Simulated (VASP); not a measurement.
# CO2 in VASP: notebook

CO2 is run at these levels: r2SCAN; tasks: single point, molecular dynamics.

Everything below comes from runs of VASP 6.6.1. Logs are shortened: lines on timing, memory, paths and dates and some standing lists are left out, and cuts for length are marked.

## (1) The cell of the first run

The typed cell holds 6 atoms: a = 4.109 Å, b = 4.109 Å, c = 4.109 Å, α = 122.55°, β = 122.55°, γ = 85.63°.

## (2) Single point, r2SCAN

The input, POSCAR:

```
CO2
1.0
   -1.9747270000      1.9747270000      3.0140580000
    1.9747270000     -1.9747270000      3.0140580000
    1.9747270000      1.9747270000     -3.0140580000
C O
2 4
Direct
    0.7547838203      0.2546959600      0.5025180696
   -0.0007527020      0.0039355410     -0.0016113620
    0.7204072417      0.1317937270      0.0948890657
    0.3724883661      0.2803135997      0.4083415075
    0.0270938626      0.6229263498      0.9109033806
    0.8769840629      0.9584862149      0.5851854459
```

The input, INCAR.step1:

```
  PREC = Accurate
  ENCUT = 580
  ISMEAR = -1
  SIGMA = 0.01
  LREAL = F
  LASPH = T
  NELM = 120
  NBANDS = 25
  GGA = PE
  ALGO = Normal
  EDIFF = 1E-5
  LWAVE = T
  LCHARG = F
  GGA_COMPAT = F
```

The input, INCAR.step2:

```
  PREC = Accurate
  ENCUT = 580
  EDIFF = 1E-6
  ISMEAR = -1
  SIGMA = 0.01
  LREAL = F
  LASPH = T
  NELM = 120
  ALGO = Normal
  ISIF = 2
  LWAVE = F
  LCHARG = F
  METAGGA = R2SCAN
  LMIXTAU = T
  NBANDS = 25
  ISTART = 1
  GGA_COMPAT = F
```

The input, KPOINTS:

```
regular mesh
0
Gamma
  3 3 3
```

Potentials or basis: VASP PAW PBE potentials, release 64 (C, O).

Started as:

```
cat potpaw_PBE.64/C/POTCAR potpaw_PBE.64/O/POTCAR > POTCAR
cp INCAR.step1 INCAR
mpirun -np 1 vasp_std > vasp.out
cp INCAR.step2 INCAR
mpirun -np 1 vasp_std > vasp.out
```

OUTCAR:

```text
PREC = Accurate
   ENCUT = 580
   EDIFF = 1E-6
   ISMEAR = -1
   LREAL = F
   LASPH = T
   NELM = 120
   ISIF = 2
   METAGGA = R2SCAN
   ISTART = 1

 ion  position               nearest neighbor table
   1  0.755  0.255  0.503-   5 1.36   3 1.39   4 1.41   6 1.42
   2  0.999  0.004  0.998-   4 1.38   3 1.39   6 1.39   5 1.42
   3  0.720  0.132  0.095-   2 1.39   1 1.39
   4  0.372  0.280  0.408-   2 1.38   1 1.41
   5  0.027  0.623  0.911-   1 1.36   2 1.42
   6  0.877  0.958  0.585-   2 1.39   1 1.42

  LATTYP: Found a body centered tetragonal cell.
 ALAT       =     3.9494540000
 C/A-ratio  =     1.5263162959

  Lattice vectors:

 A1 = (  -1.9747270000,   1.9747270000,   3.0140580000)
 A2 = (   1.9747270000,  -1.9747270000,   3.0140580000)
 A3 = (   1.9747270000,   1.9747270000,  -3.0140580000)

Analysis of symmetry for initial positions (statically):
=====================================================================
 Subroutine PRICEL returns:
 Original cell was already a primitive cell.

 Routine SETGRP: Setting up the symmetry group for a
 body centered tetragonal supercell.

 Subroutine GETGRP returns: Found  1 space group operations
 (whereof  1 operations were pure point group operations)
 out of a pool of 16 trial point group operations.

The static configuration has the point symmetry C_1 .

Analysis of symmetry for dynamics (positions and initial velocities):
=====================================================================
 Subroutine PRICEL returns:
 Original cell was already a primitive cell.

 Routine SETGRP: Setting up the symmetry group for a
 body centered tetragonal supercell.

 Subroutine GETGRP returns: Found  1 space group operations
 (whereof  1 operations were pure point group operations)
 out of a pool of 16 trial point group operations.

The dynamic configuration has the point symmetry C_1 .

 Subroutine INISYM returns: Found  1 space group operations
 (whereof  1 operations are pure point group operations),
 and found     1 'primitive' translations

----------------------------------------------------------------------------------------

                                     Primitive cell

  volume of cell :      47.0138

  direct lattice vectors                    reciprocal lattice vectors
    -1.974727000  1.974727000  3.014058000     0.000000000  0.253199556  0.165889309
[... 84 lines left out ...]
   LREAL  =      F    real-space projection
   EDIFFG = 0.1E-04   stopping-criterion for IOM
   NSW    =      0    number of steps for IOM
   IBRION =     -1    ionic relax: 0-MD 1-quasi-New 2-CG
   NFREE  =      0    steps in history (QN), initial steepest desc. (CG)
   ISIF   =      2    stress and relaxation
   ISYM   =      2    0-nonsym 1-usesym 2-fastsym
   POTIM  = 0.5000    time-step for ionic-motion
   TEBEG  =    0.0;   TEEND  =   0.0 temperature during run
   PSTRESS=    0.0 pullay stress
   NELECT =      32.0000    total number of electrons
   NUPDOWN=      -1.0000    fix difference up-down
   EMIN   =  10.00;   EMAX   =-10.00  energy-range for DOS
   EFERMI =   0.00;   METHOD = LEGACY
   ISMEAR =    -1;   SIGMA  =   0.01  broadening in eV -4-tet -1-fermi 0-gaus
   EFERMI_NEDOS =   21; number of points for ismear=-14 and -15
   IALGO  =     38    algorithm
   IMIX   =      4    mixing-type and parameters
     AMIX     =   0.40;   BMIX     =  1.00
     AMIX_MAG =   1.60;   BMIX_MAG =  1.00
  volume/ion in A,a.u.               =       7.84        52.88
  Fermi-wavevector in a.u.,A,eV,Ry     =   1.440068  2.721333 28.215694  2.073795
  Thomas-Fermi vector in A             =   2.558853
   LORBIT       =      0    0 simple, 1 ext, 2 COOP (PROOUT), +10 PAW based schemes
   METAGGA = R2SCAN    functional components
   LHFCALC =     F    Hartree Fock is set to
   AEXX    =    0.0000 exact exchange contribution
   IVDW    =     0    specifies the selected vdW correction
   LEPSILON=     F    determine dielectric tensor
   LRPA    =     F    only Hartree local field effects (RPA)
 non-spin polarized calculation
  energy-cutoff  :      580.00
  volume of cell :       47.01
 maximum number of plane-waves:      1506
   NGX = 17   NGY = 17   NGZ = 17

 number of electron      32.0000000 magnetization

 Free energy of the ion-electron system (eV)
  ---------------------------------------------------
  ext. energy  EPLUGINS =         0.00000000
  ---------------------------------------------------
  free energy    TOTEN  =       -49.32821835 eV

  energy without entropy =      -49.32821835  energy(sigma->0) =      -49.32821835

 E-fermi :   1.8297     XC(G=0): -11.8167

 val. band max:        1.4750580508   @ k =   0.3333  -0.0000   0.0000
 cond. band min:      10.1459713475   @ k =   0.0000   0.0000   0.0000
 fundamental gap:      8.6709132968
 Fermi energy:         1.8297435092

 k-point     1 :       0.0000    0.0000    0.0000
  band No.  band energies     occupation
      1     -23.6015      2.00000
      2     -18.4312      2.00000
      3     -18.2578      2.00000
      4     -17.7693      2.00000
      5     -13.6525      2.00000
      6      -8.3149      2.00000
[... 381 lines left out ...]
     24      17.1260      0.00000
     25      17.6360      0.00000

------------------------ aborting loop because EDIFF is reached ----------------------------------------

  FORCE on cell =-STRESS in cart. coord.  units (eV):
  Direction    XX          YY          ZZ          XY          YZ          ZX
  --------------------------------------------------------------------------------------
  -------------------------------------------------------------------------------------
  Total       -0.4494178     -0.1072449     -1.3906392      0.4663835      0.5167886      0.2097409
  in kB      -15.3156398     -3.6547836    -47.3913753     15.8938100     17.6115596      7.1477286
  external PRESSURE =     -22.1205996 kB  Pullay stress =       0.0000000 kB

 VOLUME and BASIS-vectors are now :
 -----------------------------------------------------------------------------
  energy-cutoff  :      580.00
  volume of cell :       47.01
      direct lattice vectors                 reciprocal lattice vectors
    -1.974727000  1.974727000  3.014058000     0.000000000  0.253199556  0.165889309
     1.974727000 -1.974727000  3.014058000     0.253199556  0.000000000  0.165889309
     1.974727000  1.974727000 -3.014058000     0.253199556  0.253199556  0.000000000

 POSITION                                       TOTAL-FORCE (eV/Angst)
 -----------------------------------------------------------------------------------
      0.00480      1.97987      1.52801        -0.319015     -0.152962     -0.661858
      0.00608      3.93701      0.01445        -0.331595      0.330590     -0.275369
     -0.97497      1.34973      2.28258        -0.008385     -0.732604     -0.088591
      0.62434      0.98838      0.73682         0.249702      0.287831      0.434829
      2.97539      0.62218     -0.78632         0.148462      0.546343      0.382527
      1.31653      0.99464      3.76843         0.260831     -0.279198      0.208462
 -----------------------------------------------------------------------------------
    total drift:                               -0.000122      0.000048     -0.000034

  FREE ENERGIE OF THE ION-ELECTRON SYSTEM (eV)
  ---------------------------------------------------
  free  energy   TOTEN  =       -49.3282183481 eV

  energy  without entropy=      -49.3282183481  energy(sigma->0) =      -49.32821835
```

OUTCAR.step1:

```text
PREC = Accurate
   ENCUT = 580
   ISMEAR = -1
   LREAL = F
   LASPH = T
[... 614 lines left out ...]
     -0.97497      1.34973      2.28258        -0.003801     -0.913596     -0.084750
      0.62434      0.98838      0.73682         0.445955      0.297208      0.422549
      2.97539      0.62218     -0.78632         0.169884      0.735741      0.372018
      1.31653      0.99464      3.76843         0.033236     -0.282321      0.209160
 -----------------------------------------------------------------------------------
    total drift:                                0.000056      0.000229     -0.000122

  FREE ENERGIE OF THE ION-ELECTRON SYSTEM (eV)
  ---------------------------------------------------
  free  energy   TOTEN  =       -43.3858264340 eV

  energy  without entropy=      -43.3858264340  energy(sigma->0) =      -43.38582643
```

OSZICAR.step1:

```text
N       E                     dE             d eps       ncg     rms          rms(c)
DAV:   1     0.170127580480E+03    0.17013E+03   -0.19805E+04   700   0.139E+03
DAV:   2    -0.375555829315E+02   -0.20768E+03   -0.19987E+03   872   0.311E+02
DAV:   3    -0.463681204072E+02   -0.88125E+01   -0.87560E+01   944   0.627E+01
DAV:   4    -0.464463274082E+02   -0.78207E-01   -0.78148E-01   816   0.661E+00
DAV:   5    -0.464471365793E+02   -0.80917E-03   -0.80815E-03   934   0.645E-01    0.131E+01
DAV:   6    -0.434118904148E+02    0.30352E+01   -0.63434E+00   863   0.205E+01    0.519E+00
DAV:   7    -0.433977723566E+02    0.14118E-01   -0.73561E-01   846   0.584E+00    0.291E+00
DAV:   8    -0.433893827081E+02    0.83896E-02   -0.68654E-02   799   0.242E+00    0.559E-01
DAV:   9    -0.433856501248E+02    0.37326E-02   -0.16009E-02   878   0.108E+00    0.205E-01
DAV:  10    -0.433858558354E+02   -0.20571E-03   -0.23568E-03   928   0.349E-01    0.703E-02
DAV:  11    -0.433858179956E+02    0.37840E-04   -0.19422E-04   871   0.112E-01    0.186E-02
DAV:  12    -0.433858264340E+02   -0.84384E-05   -0.20810E-05   582   0.352E-02
   1 F= -.43385826E+02 E0= -.43385826E+02  d E =-.115929E-15
```

It took 31 s on 1 thread of Intel Xeon 6975P-C (Granite Rapids), shared host; peak memory 0.17 GiB.

Results:

```
Free energy            : -49.3282 eV
Pressure               : -2.2 GPa
Largest force          : 0.750 eV/Å
Band gap on the k mesh : 8.67 eV (least direct gap 8.96 eV)
```

Forces in eV/Å, atoms in the order of the input:
```
C   -0.319 -0.153 -0.662
C   -0.332  0.331 -0.275
O   -0.008 -0.733 -0.089
O    0.250  0.288  0.435
O    0.148  0.546  0.383
O    0.261 -0.279  0.208
```

Stress tensor (GPa, compression positive):
```
-1.53  1.59  0.71
 1.59 -0.37  1.76
 0.71  1.76 -4.74
```

Caveat: the k points lie up to 0.63 Å⁻¹ apart; the PAW data sets were made with another functional, which shifts forces and pressure a little; an odd mesh through Γ misses points on the zone boundary, where band edges can lie.

## (3) Single point, r2SCAN

The input, POSCAR:

```
CO2
1.0
   -1.9747270000      1.9747270000      3.0140580000
    1.9747270000     -1.9747270000      3.0140580000
    1.9747270000      1.9747270000     -3.0140580000
C O
2 4
Direct
    0.7454139372      0.2417250728      0.4933416113
    0.0014380079     -0.0058189446     -0.0023696946
    0.7164263154      0.1361238230      0.0913083176
    0.3786512250      0.2798165506      0.4087230792
    0.0300932294      0.6277753394      0.9174873286
    0.8771926026      0.9668652510      0.5892591735
```

The input, INCAR.step1:

```
SYSTEM = CO2
ALGO     = Normal         ! electronic algorithm
EDIFF    = 1E-5           ! SCF threshold, eV
ENCUT    = 580            ! plane-wave cutoff, eV
GGA      = PE             ! functional
GGA_COMPAT= .FALSE.      
ISMEAR   = -1             ! smearing method
LASPH    = .TRUE.         ! aspherical terms in the spheres
LCHARG   = .FALSE.        ! write CHGCAR
LREAL    = .FALSE.        ! projectors in reciprocal space
LWAVE    = .TRUE.         ! write WAVECAR
NBANDS   = 25             ! bands
NELM     = 120            ! most SCF steps
PREC     = Accurate       ! precision mode
SIGMA    = 0.01           ! smearing width, eV
```

The input, INCAR.step2:

```
SYSTEM = CO2
ALGO     = Normal         ! electronic algorithm
EDIFF    = 1E-6           ! SCF threshold, eV
ENCUT    = 580            ! plane-wave cutoff, eV
GGA_COMPAT= .FALSE.      
ISIF     = 2              ! what is computed and relaxed
ISMEAR   = -1             ! smearing method
ISTART   = 1            
LASPH    = .TRUE.         ! aspherical terms in the spheres
LCHARG   = .FALSE.        ! write CHGCAR
LMIXTAU  = .TRUE.       
LREAL    = .FALSE.        ! projectors in reciprocal space
LWAVE    = .FALSE.        ! write WAVECAR
METAGGA  = R2SCAN         ! meta-GGA
NBANDS   = 25             ! bands
NELM     = 120            ! most SCF steps
PREC     = Accurate       ! precision mode
SIGMA    = 0.01           ! smearing width, eV
```

The input, KPOINTS:

```
k-points
0
G
  3 3 3
  0 0 0
```

Potentials or basis: VASP PAW PBE potentials, release 64 (C, O).

Started as:

```
cat potpaw_PBE.64/C/POTCAR potpaw_PBE.64/O/POTCAR > POTCAR
cp INCAR.step1 INCAR
mpirun -np 1 vasp_std > vasp.out
cp INCAR.step2 INCAR
mpirun -np 1 vasp_std > vasp.out
```

OUTCAR:

```text
SYSTEM = CO2
   EDIFF = 1E-6
   ENCUT = 580
   ISIF = 2
   ISMEAR = -1
   ISTART = 1
   LASPH = .TRUE.
   LREAL = .FALSE.
   METAGGA = R2SCAN
   NELM = 120
   PREC = Accurate

 ion  position               nearest neighbor table
   1  0.745  0.242  0.493-   4 1.37   6 1.37   3 1.40   5 1.43
   2  0.001  0.994  0.998-   5 1.37   4 1.40   6 1.40   3 1.41
   3  0.716  0.136  0.091-   1 1.40   2 1.41
   4  0.379  0.280  0.409-   1 1.37   2 1.40
   5  0.030  0.628  0.917-   2 1.37   1 1.43
   6  0.877  0.967  0.589-   1 1.37   2 1.40

  LATTYP: Found a body centered tetragonal cell.
 ALAT       =     3.9494540000
 C/A-ratio  =     1.5263162959

  Lattice vectors:

 A1 = (  -1.9747270000,   1.9747270000,   3.0140580000)
 A2 = (   1.9747270000,  -1.9747270000,   3.0140580000)
 A3 = (   1.9747270000,   1.9747270000,  -3.0140580000)

Analysis of symmetry for initial positions (statically):
=====================================================================
 Subroutine PRICEL returns:
 Original cell was already a primitive cell.
[... 167 lines left out ...]

 val. band max:        1.4956906643   @ k =  -0.0000   0.3333  -0.3333
 cond. band min:      10.0536563746   @ k =   0.0000   0.0000   0.0000
 fundamental gap:      8.5579657104
 Fermi energy:         1.8416703177

 k-point     1 :       0.0000    0.0000    0.0000
  band No.  band energies     occupation
      1     -23.6089      2.00000
      2     -18.4658      2.00000
      3     -18.2297      2.00000
      4     -17.7736      2.00000
      5     -13.6588      2.00000
      6      -8.3568      2.00000
[... 381 lines left out ...]
     24      17.2374      0.00000
     25      17.6809      0.00000

------------------------ aborting loop because EDIFF is reached ----------------------------------------

  FORCE on cell =-STRESS in cart. coord.  units (eV):
  Direction    XX          YY          ZZ          XY          YZ          ZX
  --------------------------------------------------------------------------------------
  -------------------------------------------------------------------------------------
  Total       -0.0977288     -0.3200106     -1.3233264     -0.6684628      0.7150762      0.2314304
  in kB       -3.3304846    -10.9055913    -45.0974351    -22.7804390     24.3689689      7.8868804
  external PRESSURE =     -19.7778370 kB  Pullay stress =       0.0000000 kB

 VOLUME and BASIS-vectors are now :
 -----------------------------------------------------------------------------
  energy-cutoff  :      580.00
  volume of cell :       47.01
      direct lattice vectors                 reciprocal lattice vectors
    -1.974727000  1.974727000  3.014058000     0.000000000  0.253199556  0.165889309
     1.974727000 -1.974727000  3.014058000     0.253199556  0.000000000  0.165889309
     1.974727000  1.974727000 -3.014058000     0.253199556  0.253199556  0.000000000

 POSITION                                       TOTAL-FORCE (eV/Angst)
 -----------------------------------------------------------------------------------
     -0.02043      1.96886      1.48833         0.395063      0.128046      0.748171
      3.93044      0.00965     -0.00606         0.588339     -0.413817      0.072169
     -0.96563      1.32625      2.29443        -0.193432      0.226869     -0.197502
      0.61194      1.00229      0.75275         0.542496     -0.619470     -0.390146
      2.99205      0.63153     -0.78251        -0.548731      0.257392      0.068689
      1.34070      0.98655      3.78204        -0.783734      0.420980     -0.301381
 -----------------------------------------------------------------------------------
    total drift:                               -0.000534      0.000172     -0.000096

  FREE ENERGIE OF THE ION-ELECTRON SYSTEM (eV)
  ---------------------------------------------------
  free  energy   TOTEN  =       -49.3142363140 eV

  energy  without entropy=      -49.3142363140  energy(sigma->0) =      -49.31423631
```

OSZICAR.step1:

```text
N       E                     dE             d eps       ncg     rms          rms(c)
DAV:   1     0.170482460731E+03    0.17048E+03   -0.19805E+04   700   0.139E+03
DAV:   2    -0.375221215102E+02   -0.20800E+03   -0.20013E+03   871   0.312E+02
DAV:   3    -0.463574566404E+02   -0.88353E+01   -0.87785E+01   952   0.629E+01
DAV:   4    -0.464357251215E+02   -0.78268E-01   -0.78192E-01   807   0.663E+00
DAV:   5    -0.464364967723E+02   -0.77165E-03   -0.77120E-03   941   0.637E-01    0.131E+01
DAV:   6    -0.433994965803E+02    0.30370E+01   -0.63820E+00   849   0.205E+01    0.519E+00
DAV:   7    -0.433838599062E+02    0.15637E-01   -0.71882E-01   869   0.581E+00    0.291E+00
DAV:   8    -0.433753753154E+02    0.84846E-02   -0.68133E-02   773   0.241E+00    0.553E-01
DAV:   9    -0.433717678389E+02    0.36075E-02   -0.15632E-02   878   0.107E+00    0.205E-01
DAV:  10    -0.433719693610E+02   -0.20152E-03   -0.22722E-03   935   0.344E-01    0.690E-02
DAV:  11    -0.433719367837E+02    0.32577E-04   -0.18826E-04   888   0.110E-01    0.186E-02
DAV:  12    -0.433719452343E+02   -0.84506E-05   -0.20527E-05   574   0.350E-02
   1 F= -.43371945E+02 E0= -.43371945E+02  d E =-.817634E-16
```

Wall time 32 s (1 thread of Intel Xeon 6975P-C (Granite Rapids), shared host); peak memory 0.18 GiB.

Results:

```
Free energy            : -49.3142 eV
Pressure               : -2.0 GPa
Largest force          : 0.939 eV/Å
Band gap on the k mesh : 8.56 eV (least direct gap 8.90 eV)
```

Forces in eV/Å, atoms in the order of the input:
```
C    0.395  0.128  0.748
C    0.588 -0.414  0.072
O   -0.193  0.227 -0.198
O    0.542 -0.619 -0.390
O   -0.549  0.257  0.069
O   -0.784  0.421 -0.301
```

Stress tensor (GPa, compression positive):
```
-0.33 -2.28  0.79
-2.28 -1.09  2.44
 0.79  2.44 -4.51
```

Levels at points of the mesh, in eV from the valence-band top:
```csv
k point,band 13,band 14,band 15,band 16,band 17,band 18,band 19,band 20
"(0.00, 0.00, 0.00)",-0.95,-0.79,-0.63,-0.34,8.56,9.89,10.10,10.48
```

Caveat: the k points lie up to 0.63 Å⁻¹ apart; the PAW data sets were made with another functional, which shifts forces and pressure a little; an odd mesh through Γ misses points on the zone boundary, where band edges can lie.

[end of part 1 of 2]
